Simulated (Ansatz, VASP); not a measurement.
**NaCl in VASP and in Ansatz**

Contents of INCAR:

```
PREC = Accurate
ENCUT = 500
EDIFF = 1E-6
ISMEAR = -1
SIGMA = 0.03
LREAL = False
LASPH = True
NELM = 120
ALGO = Normal
ISIF = 2
LWAVE = False
LCHARG = False
GGA = CA
NBANDS = 14
GGA_COMPAT = False
```

File KPOINTS:

```
Automatic mesh
0
Gamma
  8 8 8
```

File POSCAR:

```
NaCl
1.0
    0.0000000000      2.7934784166      2.7934784166
    2.7934784166      0.0000000000      2.7934784166
    2.7934784166      2.7934784166      0.0000000000
Na Cl
1 1
Direct
    0.0000000000      0.0000000000      0.0000000000
    0.5000000000      0.5000000000      0.5000000000
```

Input for Ansatz:

```yaml
crystal:
  lattice:
    - [0.0, 2.7934784166, 2.7934784166]
    - [2.7934784166, 0.0, 2.7934784166]
    - [2.7934784166, 2.7934784166, 0.0]
  atoms:
    - { symbol: Na, position: [0.0, 0.0, 0.0] }
    - { symbol: Cl, position: [0.5, 0.5, 0.5] }
kpoints:
  mp_grid: { grid: [8, 8, 8] }
scf:
  occupations: { method: fermi_dirac, width: 0.03 }
hamiltonian:
  xc: lda
  pseudopotentials: { kind: all_electron, lapw: { basis_error: 0.0005 } }
output:
  forces: true
  stress: true
  eigenvalues: true
```

Change from the starting cell: functional lda, volume scaled by 0.96.

Alike in both runs: task single point; functional LDA; k mesh 8 × 8 × 8; occupations fermi-dirac, width 0.03 eV; no spin polarisation.

|  | VASP | Ansatz |
| --- | --- | --- |
| version | VASP 6.6.1 | Ansatz 0.2.0 |
| potentials or method | VASP PAW LDA potentials, release 64 (Na_pv, Cl), cutoff 500 eV | all-electron LAPW, scalar-relativistic |

|  | VASP | Ansatz | Ansatz less VASP |
| --- | --- | --- | --- |
| gap on the k mesh at the Fermi level (eV) | 4.81 | 4.80 | -0.005 |
| pressure (GPa) | -1.8 | -1.8 | +0.02 |

LDA's correlation is that of Perdew and Zunger in VASP and of Perdew and Wang (1992) in Ansatz. Ansatz ran all-electron here, and VASP with PAW potentials.
